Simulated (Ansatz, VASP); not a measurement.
Two plane-wave programs on HfSc3

```
CELL_PARAMETERS angstrom
-2.27835 2.27835 4.53943
2.27835 -2.27835 4.53943
2.27835 2.27835 -4.53943
ATOMIC_POSITIONS crystal
Hf 0.00000 0.00000 0.00000
Sc 0.50000 0.50000 0.00000
Sc 0.25000 0.75000 0.50000
Sc 0.75000 0.25000 0.50000
```

Alike in both runs: functional PBE; k mesh 6 × 6 × 6; occupations gaussian, width 0.1 eV; no spin polarisation.

Ansatz relaxed the structure, and its values are those at the end. VASP's run is a single point on that final structure, the one shown.

|  | VASP | Ansatz |
| --- | --- | --- |
| version | VASP 6.6.1 | Ansatz 0.2.0 |
| potentials or method | VASP PAW PBE potentials, release 64 (Hf_pv, Sc_sv), cutoff 520 eV | scalar-relativistic, plane waves, PAW |
| valence electrons in the cell | 43 | 59 |

```tsv
	VASP	Ansatz	Ansatz less VASP
gap on the k mesh at the Fermi level (eV)	none	none	-
pressure (GPa)	0.2	0.2	0.00
```

A gap of «none» marks a metal or a gap that the smearing closes. With one functional, cell and mesh, what is left measures potentials, basis and numerics. VASP's potentials hold 43 valence electrons a cell and Ansatz's 59, so a difference there can come from the potentials and not from the codes.

Neither program's run includes spin-orbit coupling.
